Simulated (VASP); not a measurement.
# GaP (ordered beta-tin type) (I-4m2) in VASP: notebook

The runs below take GaP (ordered beta-tin type) through relaxation of cell and atoms, with PBE.

Program: VASP 6.6.1. These are calculated values, not measurements. Logs are shortened: lines on timing, memory, paths and dates and some standing lists are left out, and cuts for length are marked.

### 1 The cell of the first run

The structure is tetragonal, space group I-4m2 (No. 119). The conventional cell has a = 4.646 Å, b = 4.646 Å, c = 2.558 Å, α = 90.00°, β = 90.00°, γ = 90.00°. Ga (site symmetry -4m2) has 8 P at 2.41 to 3.01 Å and 2 Ga at 2.56 Å within 3.2 Å. P (site symmetry -4m2) has 8 Ga at 2.41 to 3.01 Å and 2 P at 2.56 Å within 3.2 Å.

### 2 Relaxation of cell and atoms, PBE, target pressure 18 GPa, at which the enthalpy is minimised

The input, INCAR:

```
SYSTEM = GaP
  PREC = Accurate
  ENCUT = 500
  EDIFF = 1E-7
  ISMEAR = 0
  SIGMA = 0.1
  LREAL = .False.
  LASPH = .True.
  NELM = 120
  ALGO = Normal
  ISIF = 3
  LWAVE = .False.
  LCHARG = .False.
  GGA = PE
  IBRION = 2
  NSW = 80
  EDIFFG = -0.005
  PSTRESS = 180.0
  GGA_COMPAT = .False.
  NELMIN = 4
```

The input, KPOINTS:

```
Automatic mesh
0
Gamma
  16 16 16
  0 0 0
```

The input, POSCAR:

```
GaP
1.0
   -2.3231010493      2.3231010493      1.2790228611
    2.3231010493     -2.3231010493      1.2790228611
    2.3231010493      2.3231010493     -1.2790228611
Ga P
1 1
Direct
    0.0000000000      0.0000000000      0.0000000000
    0.7500000000      0.2500000000      0.5000000000
```

Potentials or basis: VASP PAW PBE potentials, release 64 (Ga_d, P).

On the command line:

```
$ cat potpaw_PBE.64/Ga_d/POTCAR potpaw_PBE.64/P/POTCAR > POTCAR
$ mpirun -np 1 vasp_std > vasp.out
```

OUTCAR:

```text
SYSTEM = GaP
   PREC = Accurate
   ENCUT = 500
   EDIFF = 1E-7
   ISMEAR = 0
   LREAL = .False.
   LASPH = .True.
   NELM = 120
   ISIF = 3
   GGA = PE
   IBRION = 2
   NSW = 80
   EDIFFG = -0.005
   PSTRESS = 180.0
   NELMIN = 4

 ion  position               nearest neighbor table
   1  0.000  0.000  0.000-   2 2.41   2 2.41   2 2.41   2 2.41
   2  0.750  0.250  0.500-   1 2.41   1 2.41   1 2.41   1 2.41

  LATTYP: Found a body centered tetragonal cell.
 ALAT       =     4.6462020986
 C/A-ratio  =     0.5505670369

  Lattice vectors:

 A1 = (  -2.3231010493,   2.3231010493,   1.2790228611)
 A2 = (   2.3231010493,  -2.3231010493,   1.2790228611)
 A3 = (   2.3231010493,   2.3231010493,  -1.2790228611)

Analysis of symmetry for initial positions (statically):
=====================================================================
 Subroutine PRICEL returns:
 Original cell was already a primitive cell.

 Routine SETGRP: Setting up the symmetry group for a
 body centered tetragonal supercell.

 Subroutine GETGRP returns: Found  8 space group operations
 (whereof  8 operations were pure point group operations)
 out of a pool of 16 trial point group operations.

The static configuration has the point symmetry D_2d.

Analysis of symmetry for dynamics (positions and initial velocities):
=====================================================================
 Subroutine PRICEL returns:
 Original cell was already a primitive cell.

 Routine SETGRP: Setting up the symmetry group for a
 body centered tetragonal supercell.

 Subroutine GETGRP returns: Found  8 space group operations
 (whereof  8 operations were pure point group operations)
 out of a pool of 16 trial point group operations.

The dynamic configuration has the point symmetry D_2d.

 Subroutine INISYM returns: Found  8 space group operations
 (whereof  8 operations are pure point group operations),
 and found     1 'primitive' translations

----------------------------------------------------------------------------------------

                                     Primitive cell

  volume of cell :      27.6105

  direct lattice vectors                    reciprocal lattice vectors
    -2.323101049  2.323101049  1.279022861     0.000000000  0.215229553  0.390923427
     2.323101049 -2.323101049  1.279022861     0.215229553  0.000000000  0.390923427
     2.323101049  2.323101049 -1.279022861     0.215229553  0.215229553  0.000000000

  length of vectors
     3.525549099  3.525549099  3.525549099     0.446256525  0.446256525  0.304380553

[... 102 lines left out ...]
  Fermi-wavevector in a.u.,A,eV,Ry     =   1.419518  2.682500 27.416157  2.015031
  Thomas-Fermi vector in A             =   2.540530
   LORBIT       =      0    0 simple, 1 ext, 2 COOP (PROOUT), +10 PAW based schemes
   GGA     = PE    functional components
   LHFCALC =     F    Hartree Fock is set to
   AEXX    =    0.0000 exact exchange contribution
   IVDW    =     0    specifies the selected vdW correction
   LEPSILON=     F    determine dielectric tensor
   LRPA    =     F    only Hartree local field effects (RPA)
 conjugate gradient relaxation of ions
 non-spin polarized calculation
 Gauss-broadening in eV      SIGMA  =   0.10
  energy-cutoff  :      500.00
  volume of cell :       27.61
 maximum number of plane-waves:       721
 NGX is ok and might be reduce to    28
   NGX = 13   NGY = 13   NGZ = 13

--------------------------------------- Ionic step        1  -------------------------------------------

 number of electron      17.9999992 magnetization

 Free energy of the ion-electron system (eV)
  ---------------------------------------------------
  ext. energy  EPLUGINS =         0.00000000
  ---------------------------------------------------
  free energy    TOTEN  =        -7.80236681 eV

  energy without entropy =       -7.80011131  energy(sigma->0) =       -7.80123906

------------------------ aborting loop because EDIFF is reached ----------------------------------------

  FORCE on cell =-STRESS in cart. coord.  units (eV):
  Direction    XX          YY          ZZ          XY          YZ          ZX
  --------------------------------------------------------------------------------------
  -------------------------------------------------------------------------------------
  Total        4.1393665      4.1393665      4.1433571      0.0000000      0.0000000      0.0000000
  in kB      240.1983183    240.1983183    240.4298820      0.0000000      0.0000000      0.0000000
  external PRESSURE =      60.2755062 kB  Pullay stress =     180.0000000 kB
[... 291 lines left out ...]
--------------------------------------- Ionic step        9  -------------------------------------------

 number of electron      18.0000005 magnetization

 Free energy of the ion-electron system (eV)
  ---------------------------------------------------
  ext. energy  EPLUGINS =         0.00000000
  ---------------------------------------------------
  free energy    TOTEN  =        -7.93358242 eV

  energy without entropy =       -7.93098082  energy(sigma->0) =       -7.93228162

 E-fermi :   9.1630     XC(G=0): -11.9140

 val. band max:        9.1444976768   @ k =  -0.4375   0.4375   0.1250
 cond. band min:       9.1691521971   @ k =  -0.1875  -0.2500   0.1875
 fundamental gap:      0.0246545204
 Fermi energy:         9.1630466477

 k-point     1 :       0.0000    0.0000    0.0000
  band No.  band energies     occupation
      1      -6.4871      2.00000
      2      -6.1151      2.00000
      3      -6.0746      2.00000
      4      -6.0739      2.00000
      5      -5.9230      2.00000
      6      -5.9230      2.00000
      7       5.9745      2.00000
      8       5.9745      2.00000
      9       6.7905      2.00000
     10      11.9841      0.00000
     11      15.0411      0.00000
     12      18.9096      0.00000
     13      18.9096      0.00000
[... 354 lines left out ...]
  band No.  band energies     occupation
      1      -6.4749      2.00000
      2      -6.1130      2.00000
      3      -6.0769      2.00000
      4      -6.0424      2.00000
      5      -5.9219      2.00000
      6      -5.9197      2.00000
      7       5.1182      2.00000
      8       6.0269      2.00000
      9       7.5223      2.00000
     10      12.2223      0.00000
     11      14.9952      0.00000
     12      17.8785      0.00000
     13      18.6078      0.00000

 [... further k-points ...]

------------------------ aborting loop because EDIFF is reached ----------------------------------------

  FORCE on cell =-STRESS in cart. coord.  units (eV):
  Direction    XX          YY          ZZ          XY          YZ          ZX
  --------------------------------------------------------------------------------------
  -------------------------------------------------------------------------------------
  Total        3.2142281      3.2142281      3.2158623      0.0000000     -0.0000000      0.0000000
  in kB      179.9657330    179.9657330    180.0572327      0.0000000     -0.0000000      0.0000000
  external PRESSURE =      -0.0037671 kB  Pullay stress =     180.0000000 kB
[... 21 lines left out ...]
  energy  without entropy=       -7.9309808229  energy(sigma->0) =       -7.93228162

  enthalpy is  TOTEN    =        -4.7187423297 eV   P V=        3.2148400948

 reached required accuracy - stopping structural energy minimisation
```

Wall time 20 min (1 thread of AMD EPYC 7R13, shared host); peak memory 0.24 GiB.

Results:

```yaml
Free_energy: -7.9336 eV
Relaxed_volume: 14.31 Å³/atom
Relaxed_cell: a = 3.564 Å, b = 3.564 Å, c = 3.564 Å, α = 97.64°, β = 97.64°, γ = 137.24°
Space_group_after_relaxing_to_0.1_Å: I-4m2 (No. 119)
Energy_change_on_relaxing_the_run_minimises_the_enthalpy: -65.6 meV/atom
Ionic_steps: 9
Pressure_after_relaxing: 18.0 GPa
Band_gap_on_the_k_mesh: zero (bands 9 and 10 overlap by 6.16 eV)
```

Step by step:
```
step  energy change (eV)  largest force (eV/Å)  pressure (GPa)  volume (Å³)
   1              0.0000                0.0000           24.03        27.61
   2             -0.2362                0.0000           12.29        29.74
   3             -0.1303                0.0000           17.98        28.61
   4             -0.1280                0.0000           18.09        28.59
   5             -0.1288                0.0000           18.11        28.59
   6             -0.1294                0.0000           18.11        28.60
   7             -0.1296                0.0000           18.09        28.60
   8             -0.1341                0.0000           17.88        28.64
   9             -0.1312                0.0000           18.00        28.62
```

Final structure:
```
CELL_PARAMETERS angstrom
-2.34649 2.34649 1.29928
2.34649 -2.34649 1.29928
2.34649 2.34649 -1.29928
ATOMIC_POSITIONS crystal
Ga 0.00000 0.00000 0.00000
P 0.75000 0.25000 0.50000
```

Levels at points of the mesh, in eV from the Fermi level:
```
           k point  band 6  band 7  band 8  band 9  band 10  band 11  band 12  band 13
(0.00, 0.00, 0.00)  -15.09   -3.19   -3.19   -2.37     2.82     5.88     9.75     9.75
(0.50, 0.00, 0.00)   -9.43   -7.32   -2.74   -2.25    -1.35     2.04     4.71     6.69
(0.50, 0.50, 0.00)  -13.13  -10.50   -0.94    2.00     2.29     3.54     5.26     9.52
(0.50, 0.50, 0.50)  -10.84   -7.39   -7.39   -6.98     4.49     6.71    12.87    12.87
```

Caveat: the cell is relaxed towards a set pressure, so the run minimises the enthalpy, not the energy.

### 3 Relaxation of cell and atoms, PBE, target pressure 12 GPa, at which the enthalpy is minimised

This run uses another cell than the first one, of 14.30 Å³/atom.

The input, INCAR:

```
ALGO = Normal
EDIFF = 1E-7
EDIFFG = -0.005
ENCUT = 500
GGA = PE
GGA_COMPAT = F
IBRION = 2
ISIF = 3
ISMEAR = 0
LASPH = T
LCHARG = F
LREAL = F
LWAVE = F
NELM = 120
NELMIN = 4
NSW = 80
PREC = Accurate
PSTRESS = 120.0
SIGMA = 0.1
```

The input, KPOINTS:

```
k-points
0
Gamma
  16 16 16
```

The input, POSCAR:

```
GaP
1.0
   -2.3459711384      2.3459711384      1.2995900655
    2.3459711384     -2.3459711384      1.2995900655
    2.3459711384      2.3459711384     -1.2995900655
Ga P
1 1
Direct
    0.0000000000      0.0000000000      0.0000000000
    0.7500000000      0.2500000000      0.5000000000
```

Potentials or basis: VASP PAW PBE potentials, release 64 (Ga_d, P).

On the command line:

```
$ cat potpaw_PBE.64/Ga_d/POTCAR potpaw_PBE.64/P/POTCAR > POTCAR
$ mpirun -np 1 vasp_std > vasp.out
```

OUTCAR:

```text
EDIFF = 1E-7
   EDIFFG = -0.005
   ENCUT = 500
   GGA = PE
   IBRION = 2
   ISIF = 3
   ISMEAR = 0
   LASPH = T
   LREAL = F
   NELM = 120
   NELMIN = 4
   NSW = 80
   PREC = Accurate
   PSTRESS = 120.0

 ion  position               nearest neighbor table
   1  0.000  0.000  0.000-   2 2.43   2 2.43   2 2.43   2 2.43
   2  0.750  0.250  0.500-   1 2.43   1 2.43   1 2.43   1 2.43

  LATTYP: Found a body centered tetragonal cell.
 ALAT       =     4.6919422768
 C/A-ratio  =     0.5539667749

  Lattice vectors:

 A1 = (  -2.3459711384,   2.3459711384,   1.2995900655)
 A2 = (   2.3459711384,  -2.3459711384,   1.2995900655)
 A3 = (   2.3459711384,   2.3459711384,  -1.2995900655)

Analysis of symmetry for initial positions (statically):
=====================================================================
 Subroutine PRICEL returns:
 Original cell was already a primitive cell.

 Routine SETGRP: Setting up the symmetry group for a
 body centered tetragonal supercell.

 Subroutine GETGRP returns: Found  8 space group operations
 (whereof  8 operations were pure point group operations)
 out of a pool of 16 trial point group operations.

The static configuration has the point symmetry D_2d.

Analysis of symmetry for dynamics (positions and initial velocities):
=====================================================================
 Subroutine PRICEL returns:
 Original cell was already a primitive cell.

 Routine SETGRP: Setting up the symmetry group for a
 body centered tetragonal supercell.

 Subroutine GETGRP returns: Found  8 space group operations
 (whereof  8 operations were pure point group operations)
 out of a pool of 16 trial point group operations.

The dynamic configuration has the point symmetry D_2d.

 Subroutine INISYM returns: Found  8 space group operations
[... 131 lines left out ...]
  energy-cutoff  :      500.00
  volume of cell :       28.61
 maximum number of plane-waves:       747
 NGX is ok and might be reduce to    28
   NGX = 13   NGY = 13   NGZ = 13

--------------------------------------- Ionic step        1  -------------------------------------------

 number of electron      18.0000005 magnetization

 Free energy of the ion-electron system (eV)
  ---------------------------------------------------
  ext. energy  EPLUGINS =         0.00000000
  ---------------------------------------------------
  free energy    TOTEN  =        -7.93321307 eV

  energy without entropy =       -7.93061229  energy(sigma->0) =       -7.93191268

------------------------ aborting loop because EDIFF is reached ----------------------------------------

  FORCE on cell =-STRESS in cart. coord.  units (eV):
  Direction    XX          YY          ZZ          XY          YZ          ZX
  --------------------------------------------------------------------------------------
  -------------------------------------------------------------------------------------
  Total        3.2284481      3.2284481      3.2208319      0.0000000      0.0000000      0.0000000
  in kB      180.7976096    180.7976096    180.3710922      0.0000000      0.0000000      0.0000000
  external PRESSURE =      60.6554371 kB  Pullay stress =     120.0000000 kB
[... 139 lines left out ...]
--------------------------------------- Ionic step        5  -------------------------------------------

 number of electron      18.0000009 magnetization

 Free energy of the ion-electron system (eV)
  ---------------------------------------------------
  ext. energy  EPLUGINS =         0.00000000
  ---------------------------------------------------
  free energy    TOTEN  =        -8.04728412 eV

  energy without entropy =       -8.04453439  energy(sigma->0) =       -8.04590926

 E-fermi :   8.6084     XC(G=0): -11.7060

 val. band max:        8.6046941106   @ k =  -0.0625  -0.1875   0.0625
 cond. band min:       8.6258892974   @ k =   0.4375   0.3750   0.0000
 fundamental gap:      0.0211951868
 Fermi energy:         8.6083958305

 k-point     1 :       0.0000    0.0000    0.0000
  band No.  band energies     occupation
      1      -6.8962      2.00000
      2      -6.5901      2.00000
      3      -6.5561      2.00000
      4      -6.4288      2.00000
      5      -6.4288      2.00000
      6      -6.2515      2.00000
      7       5.5911      2.00000
      8       5.5911      2.00000
      9       6.1790      2.00000
     10      11.5951      0.00000
     11      14.0825      0.00000
     12      18.0820      0.00000
     13      18.0820      0.00000
[... 354 lines left out ...]
  band No.  band energies     occupation
      1      -6.8912      2.00000
      2      -6.5881      2.00000
      3      -6.5587      2.00000
      4      -6.4310      2.00000
      5      -6.4279      2.00000
      6      -6.2083      2.00000
      7       4.6948      2.00000
      8       5.6414      2.00000
      9       6.9591      2.00000
     10      11.8221      0.00000
     11      14.0402      0.00000
     12      17.1481      0.00000
     13      17.8181      0.00000

 [... further k-points ...]

------------------------ aborting loop because EDIFF is reached ----------------------------------------

  FORCE on cell =-STRESS in cart. coord.  units (eV):
  Direction    XX          YY          ZZ          XY          YZ          ZX
  --------------------------------------------------------------------------------------
  -------------------------------------------------------------------------------------
  Total        2.2318215      2.2318215      2.2421389      0.0000000      0.0000000      0.0000000
  in kB      119.8525386    119.8525386    120.4066005      0.0000000      0.0000000      0.0000000
  external PRESSURE =       0.0372259 kB  Pullay stress =     120.0000000 kB
[... 21 lines left out ...]
  energy  without entropy=       -8.0445343870  energy(sigma->0) =       -8.04590926

  enthalpy is  TOTEN    =        -5.8127167123 eV   P V=        2.2345674114

 reached required accuracy - stopping structural energy minimisation
```

CONTCAR:

```text
GaP
   1.00000000000000
    -2.3742766422054089    2.3742766422054089    1.3231228382350797
     2.3742766422054089   -2.3742766422054089    1.3231228382350797
     2.3742766422054089    2.3742766422054089   -1.3231228382350797
  Ga              P
     1     1
Direct
     0.0000000000000000    0.0000000000000000    0.0000000000000000
     0.7500000000000000    0.2500000000000000    0.5000000000000000

  0.00000000E+00  0.00000000E+00  0.00000000E+00
  0.00000000E+00  0.00000000E+00  0.00000000E+00
```

It took 14 min on 1 thread of AMD EPYC 7R13, shared host; peak memory 0.24 GiB.

Results:

| Property | Result |
| --- | --- |
| Free energy | -8.0473 eV |
| Relaxed volume | 14.92 Å³/atom |
| Relaxed cell | a = 3.609 Å, b = 3.609 Å, c = 3.609 Å, α = 97.72°, β = 97.72°, γ = 136.99° |
| Space group after relaxing (to 0.1 Å) | I-4m2 (No. 119) |
| Energy change on relaxing (the run minimises the enthalpy) | -57.0 meV/atom |
| Ionic steps | 5 |
| Pressure after relaxing | 12.0 GPa |
| Band gap on the k mesh | zero (bands 9 and 10 overlap by 5.98 eV) |

Step by step:
| step | energy change (eV) | largest force (eV/Å) | pressure (GPa) | volume (Å³) |
| --- | --- | --- | --- | --- |
| 1 | 0.0000 | 0.0000 | 18.07 | 28.61 |
| 2 | -0.1784 | 0.0000 | 7.50 | 30.91 |
| 3 | -0.1126 | 0.0000 | 12.00 | 29.82 |
| 4 | -0.1134 | 0.0000 | 12.00 | 29.83 |
| 5 | -0.1141 | 0.0000 | 12.00 | 29.83 |

Final structure:
```xyz
2
Lattice="-2.3743 2.3743 1.3231 2.3743 -2.3743 1.3231 2.3743 2.3743 -1.3231" Properties=species:S:1:pos:R:3 pbc="T T T"
Ga    0.0000    0.0000    0.0000
P     0.0000    2.3743    0.6616
```

Caveat: the cell is relaxed towards a set pressure, so the run minimises the enthalpy, not the energy.
